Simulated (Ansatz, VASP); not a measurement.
**Two plane-wave programs on GaAs**

Contents of POSCAR:

```
GaAs
1.0
    0.0000000000      2.6855075000      2.9681925000
    2.6855075000      0.0000000000      2.9681925000
    2.6855075000      2.6855075000      0.0000000000
Ga As
1 1
Direct
    0.0000000000      0.0000000000      0.0000000000
    0.7500000000      0.7500000000      0.7500000000
```

INCAR.step1

```
  ALGO = Normal
  EDIFF = 1E-4
  ENCUT = 520
  GGA = PE
  ISMEAR = 0
  LASPH = T
  LCHARG = F
  LREAL = F
  LWAVE = T
  NBANDS = 16
  NELM = 60
  PREC = Accurate
  SIGMA = 0.05
```

The input INCAR.step2:

```
  ALGO = Normal
  EDIFF = 1E-6
  ENCUT = 520
  ISIF = 2
  ISMEAR = 0
  ISTART = 1
  LASPH = T
  LCHARG = T
  LELF = T
  LMIXTAU = T
  LREAL = F
  LVHAR = T
  LWAVE = F
  METAGGA = R2SCAN
  NBANDS = 16
  NELM = 60
  PREC = Accurate
  SIGMA = 0.05
```

KPOINTS

```
k-points
0
Gamma
  8 8 8
```

Input for Ansatz:

```yaml
crystal:
  lattice:
    - [0.0, 2.6855075, 2.9681925]
    - [2.6855075, 0.0, 2.9681925]
    - [2.6855075, 2.6855075, 0.0]
  atoms:
    - { symbol: Ga, position: [0.0, 0.0, 0.0] }
    - { symbol: As, position: [0.75, 0.75, 0.75] }
basis:
  ecutwfc: 500
kpoints:
  mp_grid: { grid: [8, 8, 8] }
hamiltonian:
  xc: r2scan
scf:
  occupations: { method: gaussian, width: 0.05 }
output:
  forces: true
  stress: true
  eigenvalues: true
```

Change from the starting cell: strain -0.050 along x and y, +0.050 along z, atoms carried along.

Alike in both runs: task single point; functional r2SCAN; k mesh 8 × 8 × 8; occupations gaussian, width 0.05 eV; no spin polarisation.

```csv
,VASP,Ansatz
version,VASP 6.6.1,Ansatz 0.2.0
potentials or method,"VASP PAW PBE potentials, release 64 (Ga_d, As), cutoff 520 eV","scalar-relativistic, plane waves, PAW"
valence electrons in the cell,18,28
```

VASP gave:

* gap on the k mesh at the Fermi level (eV): 1.07
* least direct gap on the mesh (eV): 1.10
* pressure (GPa): 5.0
* traceless stress, the component that is largest in VASP (GPa): -5.51

Problem. What did Ansatz give for the same quantities?

Solution. gap on the k mesh at the Fermi level (eV): 1.08; least direct gap on the mesh (eV): 1.12; pressure (GPa): 4.9; traceless stress, the component that is largest in VASP (GPa): -5.51.

VASP's potentials were made for PBE, not for r2SCAN. VASP's potentials hold 18 valence electrons a cell and Ansatz's 28, so a difference there can come from the potentials and not from the codes.
